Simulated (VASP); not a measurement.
A run of VASP 6.6.1 is set up as follows.

Contents of INCAR:

```
  ALGO = Normal
  EDIFF = 1E-7
  EDIFFG = -0.04
  ENCUT = 910
  GGA = PE
  GGA_COMPAT = F
  IBRION = 2
  ISIF = 3
  ISMEAR = 0
  LASPH = T
  LCHARG = F
  LREAL = F
  LWAVE = F
  NELM = 120
  NELMIN = 4
  NSW = 90
  PREC = Accurate
  SIGMA = 0.1
```

Contents of KPOINTS:

```
k-points
0
Gamma
  4 4 4
```

Contents of POSCAR:

```
Sr3B
1.0
    0.0000000000      4.3090414200      4.3090414200
    4.3090414200      0.0000000000      4.3090414200
    4.3090414200      4.3090414200      0.0000000000
Sr B
3 1
Direct
    0.5000000000      0.5000000000      0.5000000000
    0.2500000000      0.2500000000      0.2500000000
    0.7500000000      0.7500000000      0.7500000000
    0.0000000000      0.0000000000      0.0000000000
```

Potentials or basis: VASP PAW PBE potentials, release 64 (Sr_sv, B_h).

Launch:

```sh
$ cat potpaw_PBE.64/Sr_sv/POTCAR potpaw_PBE.64/B_h/POTCAR > POTCAR
$ mpirun -np 1 vasp_std > vasp.out
```

Question: Estimate the band gap on the k mesh.

Answer: Zero (an odd number of electrons rules out a gap without spin polarisation).

Question: Estimate the relaxed cell.

Answer: a = 5.720 Å, b = 5.720 Å, c = 5.720 Å, α = 60.00°, β = 60.00°, γ = 60.00°.

Step by step:
```
step  energy change (eV)  largest force (eV/Å)  pressure (GPa)  volume (Å³)
   1              0.0000                0.0000           -2.06       160.02
   2             -0.1251                0.0000           -1.35       148.38
   3             -0.1921                0.0000           -0.35       136.02
   4             -0.1958                0.0000            0.04       132.32
```

Caveat: the volume moved by over 15 % at a fixed basis, so the end points are rough.
